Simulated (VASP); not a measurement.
Crystal: As.

```
CELL_PARAMETERS angstrom
1.81275 -5.46309 0.00000
1.81275 5.46309 0.00000
0.00000 0.00000 4.44000
ATOMIC_POSITIONS crystal
As 0.39000 0.61000 0.56000
As 0.89000 0.11000 0.94000
As 0.61000 0.39000 0.44000
As 0.11000 0.89000 0.06000
```

Base run:

* Program: VASP 6.6.1
* Functional: PBE
* Potentials or basis: VASP PAW PBE potentials, release 64 (As)
* Cutoff: 520 eV
* k mesh: 8 × 8 × 6
* Occupations: fermi-dirac, width 0.05 eV
* Spin: no spin polarisation

Its results: band gap on the k mesh 0.03 eV, indirect (least direct gap 0.10 eV); pressure 5.0 GPa; largest force 0.321 eV/Å.

Q: After a change of settings the same cell gave: band gap on the k mesh zero (band 10 reaches 5.00 eV, above the bottom of band 11 at 4.97 eV); pressure 0.0 GPa; largest force 0.162 eV/Å. Which change was it?
A. functional from PBE to PBEsol
B. functional from PBE to LDA; potentials or basis from VASP PAW PBE potentials, release 64 (As) to VASP PAW LDA potentials, release 64 (As)
C. functional from PBE to r2SCAN; further incar settings from ALGO = Normal; EDIFF = 1e-06; NBANDS = 18 to ALGO = Normal; EDIFF = 1e-07; NBANDS = 18

A: B.
